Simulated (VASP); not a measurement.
# Co (Pm-3m) in VASP: relaxation of cell and atoms with LDA

Aim: the relaxation of cell and atoms of Co with LDA.

Everything below comes from runs of VASP 6.6.1. Logs are shortened: lines on timing, memory, paths and dates and some standing lists are left out, and cuts for length are marked.

### 1 The cell of the first run

It takes space group Pm-3m (No. 221, cubic). The conventional cell has a = 2.198 Å, b = 2.198 Å, c = 2.198 Å, α = 90.00°, β = 90.00°, γ = 90.00°. Within 2.9 Å of Co (site symmetry m-3m) lie 6 Co at 2.20 Å.

This isn't the form of Co at room conditions, which is hcp.

### 2 Relaxation of cell and atoms, LDA, collinear spin, ferromagnetic start, target pressure 4.5 GPa, at which the enthalpy is minimised

INCAR

```
SYSTEM = Co
ALGO     = Normal         ! electronic algorithm
EDIFF    = 1E-7           ! SCF threshold, eV
EDIFFG   = -0.005         ! ionic threshold
ENCUT    = 690            ! plane-wave cutoff, eV
GGA_COMPAT= .FALSE.      
IBRION   = 2              ! ionic algorithm
ISIF     = 3              ! what is computed and relaxed
ISMEAR   = -1             ! smearing method
ISPIN    = 2              ! spin polarisation
LASPH    = .TRUE.         ! aspherical terms in the spheres
LCHARG   = .FALSE.        ! write CHGCAR
LMAXMIX  = 4              ! l up to which the mixer works
LORBIT   = 11             ! projections on sites
LREAL    = .FALSE.        ! projectors in reciprocal space
LWAVE    = .FALSE.        ! write WAVECAR
MAGMOM   = 1.7            ! initial moments
NELM     = 200            ! most SCF steps
NELMIN   = 4            
NSW      = 60             ! ionic steps
PREC     = Accurate       ! precision mode
PSTRESS  = 45.0         
SIGMA    = 0.08           ! smearing width, eV
```

KPOINTS

```
k-points
0
G
  17 17 17
  0 0 0
```

POSCAR

```
Co
1.0
    2.1975491136      0.0000000000      0.0000000000
    0.0000000000      2.1975491136      0.0000000000
    0.0000000000      0.0000000000      2.1975491136
Co
1
Direct
    0.0000000000      0.0000000000      0.0000000000
```

Potentials or basis: VASP PAW LDA potentials, release 64 (Co_sv).

Started as:

```console
> cat potpaw_LDA.64/Co_sv/POTCAR > POTCAR
> mpirun -np 1 vasp_std > vasp.out
```

OUTCAR:

```text
SYSTEM = Co
   EDIFF = 1E-7
   EDIFFG = -0.005
   ENCUT = 690
   IBRION = 2
   ISIF = 3
   ISMEAR = -1
   ISPIN = 2
   LASPH = .TRUE.
   LORBIT = 11
   LREAL = .FALSE.
   NELM = 200
   NELMIN = 4
   NSW = 60
   PREC = Accurate
   PSTRESS = 45.0

 ion  position               nearest neighbor table
   1  0.000  0.000  0.000-

  LATTYP: Found a simple cubic cell.
 ALAT       =     2.1975491136

  Lattice vectors:

 A1 = (   2.1975491136,   0.0000000000,   0.0000000000)
 A2 = (   0.0000000000,   2.1975491136,   0.0000000000)
 A3 = (   0.0000000000,   0.0000000000,   2.1975491136)

Analysis of symmetry for initial positions (statically):
=====================================================================
 Subroutine PRICEL returns:
 Original cell was already a primitive cell.

 Routine SETGRP: Setting up the symmetry group for a
 simple cubic supercell.

 Subroutine GETGRP returns: Found 48 space group operations
 (whereof 48 operations were pure point group operations)
 out of a pool of 48 trial point group operations.

The static configuration has the point symmetry O_h .

Analysis of symmetry for dynamics (positions and initial velocities):
=====================================================================
 Subroutine PRICEL returns:
 Original cell was already a primitive cell.

 Routine SETGRP: Setting up the symmetry group for a
 simple cubic supercell.

 Subroutine GETGRP returns: Found 48 space group operations
 (whereof 48 operations were pure point group operations)
 out of a pool of 48 trial point group operations.

The dynamic configuration has the point symmetry O_h .

Analysis of structural, dynamic, and magnetic symmetry:
=====================================================================
 Subroutine PRICEL returns:
 Original cell was already a primitive cell.

 Routine SETGRP: Setting up the symmetry group for a
 simple cubic supercell.

 Subroutine GETGRP returns: Found 48 space group operations
 (whereof 48 operations were pure point group operations)
 out of a pool of 48 trial point group operations.

The overall configuration has the point symmetry O_h .

 Subroutine INISYM returns: Found 48 space group operations
 (whereof 48 operations are pure point group operations),
 and found     1 'primitive' translations

----------------------------------------------------------------------------------------

                                     Primitive cell

  volume of cell :      10.6125

  direct lattice vectors                    reciprocal lattice vectors
     2.197549114  0.000000000  0.000000000     0.455052401  0.000000000  0.000000000
     0.000000000  2.197549114  0.000000000     0.000000000  0.455052401  0.000000000
     0.000000000  0.000000000  2.197549114     0.000000000  0.000000000  0.455052401

  length of vectors
     2.197549114  2.197549114  2.197549114     0.455052401  0.455052401  0.455052401

  position of ions in fractional coordinates (direct lattice)
     0.000000000  0.000000000  0.000000000

  ion indices of the primitive-cell ions
   primitive index   ion index
                 1           1

----------------------------------------------------------------------------------------

 KPOINTS: k-points

Automatic generation of k-mesh.
 Grid dimensions read from file:
 generate k-points for:   17   17   17

 Generating k-lattice:

  Cartesian coordinates                     Fractional coordinates (reciprocal lattice)
     0.026767788  0.000000000  0.000000000     0.058823529  0.000000000  0.000000000
     0.000000000  0.026767788  0.000000000     0.000000000  0.058823529  0.000000000
     0.000000000  0.000000000  0.026767788     0.000000000  0.000000000  0.058823529

  Length of vectors
     0.026767788  0.026767788  0.026767788

  Shift w.r.t. Gamma in fractional coordinates (k-lattice)
     0.000000000  0.000000000  0.000000000

 Subroutine IBZKPT returns following result:
 ===========================================

 Found    165 irreducible k-points:

 Following reciprocal coordinates:
            Coordinates               Weight
  0.000000  0.000000  0.000000      1.000000
  0.058824  0.000000  0.000000      6.000000
  0.117647  0.000000  0.000000      6.000000
  0.176471  0.000000  0.000000      6.000000
  0.235294  0.000000  0.000000      6.000000
  0.294118  0.000000  0.000000      6.000000
[... 16 lines left out ...]
  0.411765  0.117647  0.000000     24.000000
  0.470588  0.117647  0.000000     24.000000
 [... further k-points ...]
   k-points           NKPTS =    165   k-points in BZ     NKDIM =    165   number of bands    NBANDS=     13
   number of dos      NEDOS =    301   number of ions     NIONS =      1
   total plane-waves  NPLWV =   8000
   dimension x,y,z NGX =    20 NGY =   20 NGZ =   20
   dimension x,y,z NGXF=    40 NGYF=   40 NGZF=   40
   ions per type =               1
   NGX,Y,Z   is equivalent  to a cutoff of  15.13, 15.13, 15.13 a.u.
   NGXF,Y,Z  is equivalent  to a cutoff of  30.26, 30.26, 30.26 a.u.
 SYSTEM =  Co
   PREC   = accura    normal or accurate (medium, high low for compatibility)
   ISTART =      0    job   : 0-new  1-cont  2-samecut
   ICHARG =      2    charge: 1-file 2-atom 10-const
   ISPIN  =      2    spin polarized calculation?
   LNONCOLLINEAR =      F non collinear calculations
   LSORBIT =      F    spin-orbit coupling
   LASPH  =      T    aspherical Exc in radial PAW
   ENCUT  =  690.0 eV  50.71 Ry    7.12 a.u.   4.71  4.71  4.71*2*pi/ulx,y,z
   NELM   =    200;   NELMIN=  4; NELMDL= -5     # of ELM steps
   EDIFF  = 0.1E-06   stopping-criterion for ELM
   LREAL  =      F    real-space projection
   EDIFFG = -.5E-02   stopping-criterion for IOM
   NSW    =     60    number of steps for IOM
   IBRION =      2    ionic relax: 0-MD 1-quasi-New 2-CG
   NFREE  =      1    steps in history (QN), initial steepest desc. (CG)
   ISIF   =      3    stress and relaxation
   ISYM   =      2    0-nonsym 1-usesym 2-fastsym
   POTIM  = 0.5000    time-step for ionic-motion
   TEBEG  =    0.0;   TEEND  =   0.0 temperature during run
   PSTRESS=   45.0 pullay stress
   NELECT =      17.0000    total number of electrons
   NUPDOWN=      -1.0000    fix difference up-down
   EMIN   =  10.00;   EMAX   =-10.00  energy-range for DOS
   EFERMI =   0.00;   METHOD = LEGACY
   ISMEAR =    -1;   SIGMA  =   0.08  broadening in eV -4-tet -1-fermi 0-gaus
   EFERMI_NEDOS =   21; number of points for ismear=-14 and -15
   IALGO  =     38    algorithm
   IMIX   =      4    mixing-type and parameters
     AMIX     =   0.40;   BMIX     =  1.00
     AMIX_MAG =   1.60;   BMIX_MAG =  1.00
  volume/ion in A,a.u.               =      10.61        71.62
  Fermi-wavevector in a.u.,A,eV,Ry     =   1.915516  3.619801 49.922540  3.669203
  Thomas-Fermi vector in A             =   2.951188
   LORBIT       =     11    0 simple, 1 ext, 2 COOP (PROOUT), +10 PAW based schemes
   GGA     = CA    functional components
   LHFCALC =     F    Hartree Fock is set to
   AEXX    =    0.0000 exact exchange contribution
   IVDW    =     0    specifies the selected vdW correction
   LEPSILON=     F    determine dielectric tensor
   LRPA    =     F    only Hartree local field effects (RPA)
 conjugate gradient relaxation of ions
 spin polarized calculation
  energy-cutoff  :      690.00
  volume of cell :       10.61
 maximum number of plane-waves:       461
 NGX is ok and might be reduce to    20
   NGX =  9   NGY =  9   NGZ =  9

--------------------------------------- Ionic step        1  -------------------------------------------

 number of electron      16.9999961 magnetization       1.3871860

 Free energy of the ion-electron system (eV)
  ---------------------------------------------------
  ext. energy  EPLUGINS =         0.00000000
  ---------------------------------------------------
  free energy    TOTEN  =        -7.26993937 eV

  energy without entropy =       -7.24031184  energy(sigma->0) =       -7.25512560

------------------------ aborting loop because EDIFF is reached ----------------------------------------

  FORCE on cell =-STRESS in cart. coord.  units (eV):
  Direction    XX          YY          ZZ          XY          YZ          ZX
  --------------------------------------------------------------------------------------
  -------------------------------------------------------------------------------------
  Total        1.1094987      1.1094987      1.1094987      0.0000000      0.0000000      0.0000000
  in kB      167.5026289    167.5026289    167.5026289      0.0000000      0.0000000      0.0000000
  external PRESSURE =     122.5026289 kB  Pullay stress =      45.0000000 kB
[... 59 lines left out ...]
  enthalpy is  TOTEN    =        -6.9569172931 eV   P V=        0.3344619973

--------------------------------------- Ionic step        3  -------------------------------------------

 number of electron      17.0000006 magnetization       1.4507727

 Free energy of the ion-electron system (eV)
  ---------------------------------------------------
  ext. energy  EPLUGINS =         0.00000000
  ---------------------------------------------------
  free energy    TOTEN  =        -7.30402389 eV

  energy without entropy =       -7.27319686  energy(sigma->0) =       -7.28861037

 E-fermi :  11.3555     XC(G=0): -14.0317

 val. band max:       11.3552411597   @ k =   0.2941   0.1176   0.0588
 cond. band min:      11.3572761435   @ k =   0.4706   0.3529   0.2941
 fundamental gap:      0.0020349839
 Fermi energy:        11.3554912111

 spin component 1

 k-point     1 :       0.0000    0.0000    0.0000
  band No.  band energies     occupation
      1     -83.5962      1.00000
      2     -47.1330      1.00000
      3     -47.1330      1.00000
      4     -47.1330      1.00000
      5       2.4186      1.00000
      6       6.7116      1.00000
      7       6.7116      1.00000
      8      10.9404      0.99445
      9      10.9404      0.99445
     10      10.9404      0.99445
     11      31.9715      0.00000
     12      31.9715      0.00000
     13      31.9715      0.00000
[... 353 lines left out ...]
 k-point    24 :       0.4706    0.1176    0.0000
  band No.  band energies     occupation
      1     -83.5135      1.00000
      2     -47.6412      1.00000
      3     -47.1541      1.00000
      4     -47.0821      1.00000
      5       6.9472      1.00000
      6       7.5654      1.00000
      7       8.2105      1.00000
      8       9.5668      1.00000
      9      10.8897      0.99705
     10      11.2410      0.80717
     11      16.2143      0.00000
     12      33.6114      0.00000
     13      36.7102      0.00000

 [... further k-points ...]

 spin component 2

 k-point     1 :       0.0000    0.0000    0.0000
  band No.  band energies     occupation
      1     -81.9828      1.00000
      2     -45.5589      1.00000
      3     -45.5589      1.00000
      4     -45.5589      1.00000
      5       2.6562      1.00000
      6       7.7239      1.00000
      7       7.7239      1.00000
      8      12.5616      0.00000
      9      12.5616      0.00000
     10      12.5616      0.00000
     11      32.2953      0.00000
     12      32.2953      0.00000
     13      32.2953      0.00000
[... 396 lines left out ...]
  FREE ENERGIE OF THE ION-ELECTRON SYSTEM (eV)
  ---------------------------------------------------
  free  energy   TOTEN  =        -7.3040238890 eV

  energy  without entropy=       -7.2731968589  energy(sigma->0) =       -7.28861037

  enthalpy is  TOTEN    =        -6.9910719052 eV   P V=        0.3129519838

 reached required accuracy - stopping structural energy minimisation

 total charge

# of ion       s       p       d       tot
------------------------------------------
    1        2.279   6.108   6.803  15.190

 magnetization (x)

# of ion       s       p       d       tot
------------------------------------------
    1        0.006   0.003   1.422   1.431
```

Wall time 2.1 min (1 thread of Intel Xeon Platinum 8559C (Emerald Rapids), shared host); peak memory 0.16 GiB.

Results:

| Quantity | Value |
| --- | --- |
| Free energy | -7.3040 eV |
| Relaxed volume | 11.14 Å³/atom |
| Relaxed cell | a = 2.234 Å, b = 2.234 Å, c = 2.234 Å, α = 90.00°, β = 90.00°, γ = 90.00° |
| Space group after relaxing (to 0.1 Å) | Pm-3m (No. 221) |
| Energy change on relaxing (the run minimises the enthalpy) | -34.1 meV/atom |
| Ionic steps | 3 |
| Pressure after relaxing | 4.5 GPa |
| Net moment | 1.45 μB per cell |
| Site moments | Co +1.43 μB |
| Valence electrons inside the program's atomic spheres | Co 15.19 |

The path:
| step | energy change (eV) | largest force (eV/Å) | pressure (GPa) | volume (Å³) |
| --- | --- | --- | --- | --- |
| 1 | 0.0000 | 0.0000 | 16.75 | 10.61 |
| 2 | -0.0214 | 0.0000 | -8.72 | 11.91 |
| 3 | -0.0341 | 0.0000 | 4.45 | 11.14 |

Final structure:
```
Co
1.0
     2.23353    0.00000    0.00000
     0.00000    2.23353    0.00000
     0.00000    0.00000    2.23353
Co
1
Cartesian
  0.0000 0.0000 0.0000
```

Caveat: the cell is relaxed towards a set pressure, so the run minimises the enthalpy, not the energy.
